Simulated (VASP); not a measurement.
# Ti (P6_3/mmc) in VASP: a series of runs

Ti is run at these levels: r2SCAN; tasks: single point.

Everything below comes from runs of VASP 6.6.1. Logs are shortened: lines on timing, memory, paths and dates and some standing lists are left out, and cuts for length are marked.

**1. The cell of the first run**

It takes space group P6_3/mmc (No. 194, hexagonal). The conventional cell has a = 2.932 Å, b = 2.932 Å, c = 4.638 Å, α = 90.00°, β = 90.00°, γ = 120.00°. Ti (site symmetry -6m2) has 12 Ti at 2.87 to 2.93 Å within 3.8 Å.

**2. Single point, r2SCAN (17.27 Å³/atom)**

POSCAR reads:

```
Ti
1.0
    2.9324856683      0.0000000000      0.0000000000
   -1.4662428342      2.5396070850      0.0000000000
    0.0000000000      0.0000000000      4.6376230033
Ti
2
Direct
    0.3333333333      0.6666666667      0.7500000000
    0.6666666667      0.3333333333      0.2500000000
```

INCAR.step1 reads:

```
PREC = Accurate
ENCUT = 520
ISMEAR = 0
SIGMA = 0.05
LREAL = False
LASPH = True
NELM = 60
NBANDS = 19
GGA = PE
ALGO = Normal
EDIFF = 1E-4
LWAVE = True
LCHARG = False
```

INCAR.step2 reads:

```
PREC = Accurate
ENCUT = 520
EDIFF = 1E-6
ISMEAR = 0
SIGMA = 0.05
LREAL = False
LASPH = True
NELM = 60
ALGO = Normal
ISIF = 2
LWAVE = False
LCHARG = True
METAGGA = R2SCAN
LMIXTAU = True
LELF = True
LVHAR = True
NBANDS = 19
ISTART = 1
```

KPOINTS reads:

```
regular mesh
0
Gamma
  16 16 10
```

Potentials or basis: VASP PAW PBE potentials, release 64 (Ti_sv).

Command:

```console
> cat potpaw_PBE.64/Ti_sv/POTCAR > POTCAR
> cp INCAR.step1 INCAR
> mpirun -np 1 vasp_std > vasp.out
> cp INCAR.step2 INCAR
> mpirun -np 1 vasp_std > vasp.out
```

OUTCAR:

```text
PREC = Accurate
   ENCUT = 520
   EDIFF = 1E-6
   ISMEAR = 0
   LREAL = False
   LASPH = True
   NELM = 60
   ISIF = 2
   METAGGA = R2SCAN
   ISTART = 1

 ion  position               nearest neighbor table
   1  0.333  0.667  0.750-   2 2.87   2 2.87   2 2.87   2 2.87   2 2.87   2 2.87
   2  0.667  0.333  0.250-   1 2.87   1 2.87   1 2.87   1 2.87   1 2.87   1 2.87

  LATTYP: Found a hexagonal cell.
 ALAT       =     2.9324856683
 C/A-ratio  =     1.5814648486

  Lattice vectors:

 A1 = (   2.9324856683,   0.0000000000,   0.0000000000)
 A2 = (  -1.4662428342,   2.5396070850,   0.0000000000)
 A3 = (   0.0000000000,   0.0000000000,   4.6376230033)

Analysis of symmetry for initial positions (statically):
=====================================================================
 Subroutine PRICEL returns:
 Original cell was already a primitive cell.

 Routine SETGRP: Setting up the symmetry group for a
 hexagonal supercell.

 Subroutine GETGRP returns: Found 24 space group operations
 (whereof 12 operations were pure point group operations)
 out of a pool of 24 trial point group operations.

The static configuration has the point symmetry D_3d.
 The point group associated with its full space group is D_6h.

Analysis of symmetry for dynamics (positions and initial velocities):
=====================================================================
 Subroutine PRICEL returns:
 Original cell was already a primitive cell.

 Routine SETGRP: Setting up the symmetry group for a
 hexagonal supercell.

 Subroutine GETGRP returns: Found 24 space group operations
 (whereof 12 operations were pure point group operations)
 out of a pool of 24 trial point group operations.

The dynamic configuration has the point symmetry D_3d.
 The point group associated with its full space group is D_6h.

 Subroutine INISYM returns: Found 24 space group operations
 (whereof 12 operations are pure point group operations),
 and found     1 'primitive' translations

----------------------------------------------------------------------------------------

                                     Primitive cell

  volume of cell :      34.5381

  direct lattice vectors                    reciprocal lattice vectors
     2.932485668  0.000000000  0.000000000     0.341007634  0.196880849  0.000000000
    -1.466242834  2.539607085  0.000000000     0.000000000  0.393761699  0.000000000
     0.000000000  0.000000000  4.637623003     0.000000000  0.000000000  0.215627704

  length of vectors
     2.932485668  2.932485668  4.637623003     0.393761699  0.393761699  0.215627704

  position of ions in fractional coordinates (direct lattice)
     0.333333333  0.666666667  0.750000000
     0.666666667  0.333333333  0.250000000

  ion indices of the primitive-cell ions
   primitive index   ion index
                 1           1
                 2           2

----------------------------------------------------------------------------------------

 KPOINTS: regular mesh

Automatic generation of k-mesh.
 Grid dimensions read from file:
 generate k-points for:   16   16   10

 Generating k-lattice:

  Cartesian coordinates                     Fractional coordinates (reciprocal lattice)
     0.021312977  0.012305053  0.000000000     0.062500000  0.000000000  0.000000000
     0.000000000  0.024610106  0.000000000     0.000000000  0.062500000  0.000000000
     0.000000000  0.000000000  0.021562770     0.000000000  0.000000000  0.100000000

  Length of vectors
     0.024610106  0.024610106  0.021562770

  Shift w.r.t. Gamma in fractional coordinates (k-lattice)
     0.000000000  0.000000000  0.000000000

 Subroutine IBZKPT returns following result:
 ===========================================

 Found    180 irreducible k-points:

 Following reciprocal coordinates:
            Coordinates               Weight
  0.000000  0.000000  0.000000      1.000000
  0.062500 -0.000000  0.000000      6.000000
  0.125000 -0.000000  0.000000      6.000000
  0.187500  0.000000  0.000000      6.000000
  0.250000 -0.000000  0.000000      6.000000
  0.312500 -0.000000  0.000000      6.000000
[... 16 lines left out ...]
  0.187500  0.187500  0.000000      6.000000
  0.250000  0.187500  0.000000     12.000000
 [... further k-points ...]
   k-points           NKPTS =    180   k-points in BZ     NKDIM =    180   number of bands    NBANDS=     19
   number of dos      NEDOS =    301   number of ions     NIONS =      2
   total plane-waves  NPLWV =  20736
   dimension x,y,z NGX =    24 NGY =   24 NGZ =   36
   dimension x,y,z NGXF=    48 NGYF=   48 NGZF=   72
   ions per type =               2
   NGX,Y,Z   is equivalent  to a cutoff of  13.61, 13.61, 12.91 a.u.
   NGXF,Y,Z  is equivalent  to a cutoff of  27.21, 27.21, 25.81 a.u.
 SYSTEM =  unknown system
   PREC   = accura    normal or accurate (medium, high low for compatibility)
   ISTART =      1    job   : 0-new  1-cont  2-samecut
   ICHARG =      0    charge: 1-file 2-atom 10-const
   ISPIN  =      1    spin polarized calculation?
   LNONCOLLINEAR =      F non collinear calculations
   LSORBIT =      F    spin-orbit coupling
   LASPH  =      T    aspherical Exc in radial PAW
   ENCUT  =  520.0 eV  38.22 Ry    6.18 a.u.   5.45  5.45  8.62*2*pi/ulx,y,z
   NELM   =     60;   NELMIN=  2; NELMDL=  0     # of ELM steps
   EDIFF  = 0.1E-05   stopping-criterion for ELM
   LREAL  =      F    real-space projection
   EDIFFG = 0.1E-04   stopping-criterion for IOM
   NSW    =      0    number of steps for IOM
   IBRION =     -1    ionic relax: 0-MD 1-quasi-New 2-CG
   NFREE  =      0    steps in history (QN), initial steepest desc. (CG)
   ISIF   =      2    stress and relaxation
   ISYM   =      2    0-nonsym 1-usesym 2-fastsym
   POTIM  = 0.5000    time-step for ionic-motion
   TEBEG  =    0.0;   TEEND  =   0.0 temperature during run
   PSTRESS=    0.0 pullay stress
   NELECT =      24.0000    total number of electrons
   NUPDOWN=      -1.0000    fix difference up-down
   EMIN   =  10.00;   EMAX   =-10.00  energy-range for DOS
   EFERMI =   0.00;   METHOD = LEGACY
   ISMEAR =     0;   SIGMA  =   0.05  broadening in eV -4-tet -1-fermi 0-gaus
   EFERMI_NEDOS =   21; number of points for ismear=-14 and -15
   IALGO  =     38    algorithm
   IMIX   =      4    mixing-type and parameters
     AMIX     =   0.40;   BMIX     =  1.00
     AMIX_MAG =   1.60;   BMIX_MAG =  1.00
  volume/ion in A,a.u.               =      17.27       116.54
  Fermi-wavevector in a.u.,A,eV,Ry     =   1.450038  2.740174 28.607736  2.102609
  Thomas-Fermi vector in A             =   2.567696
   LORBIT       =      0    0 simple, 1 ext, 2 COOP (PROOUT), +10 PAW based schemes
   METAGGA = R2SCAN    functional components
   LHFCALC =     F    Hartree Fock is set to
   AEXX    =    0.0000 exact exchange contribution
   IVDW    =     0    specifies the selected vdW correction
   LEPSILON=     F    determine dielectric tensor
   LRPA    =     F    only Hartree local field effects (RPA)
 non-spin polarized calculation
 Gauss-broadening in eV      SIGMA  =   0.05
  energy-cutoff  :      520.00
  volume of cell :       34.54
 maximum number of plane-waves:       965
 NGX is ok and might be reduce to    24
   NGX = 11   NGY = 11   NGZ = 17

 number of electron      24.0000001 magnetization

 Free energy of the ion-electron system (eV)
  ---------------------------------------------------
  ext. energy  EPLUGINS =         0.00000000
  ---------------------------------------------------
  free energy    TOTEN  =       -25.90180945 eV

  energy without entropy =      -25.89945865  energy(sigma->0) =      -25.90063405

 E-fermi :   8.4608     XC(G=0): -12.4262

 val. band max:        8.4547373368   @ k =   0.0625  -0.0000   0.5000
 cond. band min:       8.4676182552   @ k =   0.1250   0.0625   0.0000
 fundamental gap:      0.0128809184
 Fermi energy:         8.4607756412

 k-point     1 :       0.0000    0.0000    0.0000
  band No.  band energies     occupation
      1     -50.7739      2.00000
      2     -50.6263      2.00000
      3     -26.3422      2.00000
      4     -25.6631      2.00000
      5     -25.6631      2.00000
      6     -25.5898      2.00000
[... 11 lines left out ...]
     18      10.2858      0.00000
     19      11.8611      0.00000

 k-point     2 :       0.0625   -0.0000    0.0000
  band No.  band energies     occupation
      1     -50.7697      2.00000
      2     -50.6246      2.00000
      3     -26.3330      2.00000
      4     -25.6818      2.00000
      5     -25.6694      2.00000
      6     -25.5936      2.00000
[... 11 lines left out ...]
     18      10.2191      0.00000
     19      11.8973      0.00000

 k-point     3 :       0.1250   -0.0000    0.0000
  band No.  band energies     occupation
      1     -50.7578      2.00000
      2     -50.6201      2.00000
      3     -26.3062      2.00000
      4     -25.7353      2.00000
      5     -25.6869      2.00000
      6     -25.6324      2.00000
[... 11 lines left out ...]
     18      10.1425      0.00000
     19      11.9839      0.00000

 k-point     4 :       0.1875    0.0000    0.0000
  band No.  band energies     occupation
      1     -50.7395      2.00000
      2     -50.6137      2.00000
      3     -26.2639      2.00000
      4     -25.8161      2.00000
      5     -25.7126      2.00000
      6     -25.7123      2.00000
[... 11 lines left out ...]
     18      10.4701      0.00000
     19      12.0827      0.00000

 k-point     5 :       0.2500   -0.0000    0.0000
  band No.  band energies     occupation
      1     -50.7170      2.00000
      2     -50.6071      2.00000
      3     -26.2097      2.00000
      4     -25.9123      2.00000
      5     -25.8046      2.00000
      6     -25.7413      2.00000
[... 11 lines left out ...]
     18      10.8827      0.00000
     19      12.1690      0.00000

 k-point     6 :       0.3125   -0.0000    0.0000
  band No.  band energies     occupation
      1     -50.6931      2.00000
      2     -50.6017      2.00000
      3     -26.1485      2.00000
      4     -26.0091      2.00000
      5     -25.8938      2.00000
      6     -25.7694      2.00000
[... 11 lines left out ...]
     18      11.3329      0.00000
     19      12.2336      0.00000

 k-point     7 :       0.3750    0.0000    0.0000
  band No.  band energies     occupation
      1     -50.6709      2.00000
      2     -50.5990      2.00000
      3     -26.0914      2.00000
      4     -26.0872      2.00000
      5     -25.9677      2.00000
      6     -25.7928      2.00000
[... 11 lines left out ...]
     18      11.7657      0.00000
     19      12.2762      0.00000

 k-point     8 :       0.4375   -0.0000    0.0000
  band No.  band energies     occupation
      1     -50.6541      2.00000
      2     -50.5990      2.00000
      3     -26.1464      2.00000
      4     -26.0367      2.00000
      5     -26.0163      2.00000
      6     -25.8082      2.00000
[... 256 lines left out ...]
 k-point    20 :       0.3125    0.1250    0.0000
  band No.  band energies     occupation
      1     -50.6641      2.00000
      2     -50.5986      2.00000
      3     -26.0757      2.00000
      4     -26.0679      2.00000
      5     -25.9735      2.00000
      6     -25.8165      2.00000
[... 11 lines left out ...]
     18      12.1816      0.00000
     19      12.3408      0.00000

 k-point    21 :       0.3750    0.1250    0.0000
  band No.  band energies     occupation
      1     -50.6479      2.00000
      2     -50.5995      2.00000
      3     -26.1259      2.00000
      4     -26.0170      2.00000
      5     -26.0029      2.00000
      6     -25.8437      2.00000
[... 11 lines left out ...]
     18      12.1948      0.00000
     19      12.8915      0.00000

 k-point    22 :       0.4375    0.1250    0.0000
  band No.  band energies     occupation
      1     -50.6413      2.00000
      2     -50.6006      2.00000
      3     -26.1434      2.00000
      4     -26.0132      2.00000
      5     -25.9948      2.00000
      6     -25.8533      2.00000
[... 11 lines left out ...]
     18      12.1989      0.00000
     19      13.2599      0.00000

 k-point    23 :       0.1875    0.1875    0.0000
  band No.  band energies     occupation
      1     -50.6873      2.00000
      2     -50.6007      2.00000
      3     -26.1335      2.00000
      4     -25.9573      2.00000
      5     -25.9514      2.00000
      6     -25.7650      2.00000
[... 11 lines left out ...]
     18      11.7875      0.00000
     19      12.1211      0.00000

 k-point    24 :       0.2500    0.1875    0.0000
  band No.  band energies     occupation
      1     -50.6664      2.00000
      2     -50.5986      2.00000
      3     -26.0748      2.00000
      4     -26.0303      2.00000
      5     -25.9798      2.00000
      6     -25.8103      2.00000
[... 11 lines left out ...]
     18      12.1187      0.00000
     19      12.3578      0.00000

 [... further k-points ...]
[... 5 lines left out ...]
  --------------------------------------------------------------------------------------
  -------------------------------------------------------------------------------------
  Total        0.1432322      0.1432322      0.1558276     -0.0000000     -0.0000000      0.0000000
  in kB        6.6443646      6.6443646      7.2286501     -0.0000000     -0.0000000      0.0000000
  external PRESSURE =       6.8391264 kB  Pullay stress =       0.0000000 kB

 VOLUME and BASIS-vectors are now :
 -----------------------------------------------------------------------------
  energy-cutoff  :      520.00
  volume of cell :       34.54
      direct lattice vectors                 reciprocal lattice vectors
     2.932485668  0.000000000  0.000000000     0.341007634  0.196880849  0.000000000
    -1.466242834  2.539607085  0.000000000     0.000000000  0.393761699  0.000000000
     0.000000000  0.000000000  4.637623003     0.000000000  0.000000000  0.215627704

 POSITION                                       TOTAL-FORCE (eV/Angst)
 -----------------------------------------------------------------------------------
     -0.00000      1.69307      3.47822        -0.000000      0.000000      0.000000
      1.46624      0.84654      1.15941         0.000000      0.000000      0.000000
 -----------------------------------------------------------------------------------
    total drift:                                0.000000     -0.000000      0.000000

  FREE ENERGIE OF THE ION-ELECTRON SYSTEM (eV)
  ---------------------------------------------------
  free  energy   TOTEN  =       -25.9018094526 eV

  energy  without entropy=      -25.8994586485  energy(sigma->0) =      -25.90063405
```

It took 4.1 min on 1 thread of AMD EPYC 9R45 (Zen 5), shared host; peak memory 0.2 GiB.

What came out:

```
Free energy            : -25.9018 eV
Pressure               : 0.7 GPa
Band gap on the k mesh : zero (bands 12 and 13 overlap by 1.22 eV)
```

Caveat: the PAW data sets were made with another functional, which shifts forces and pressure a little.

(Part 1 of 2 ends here.)
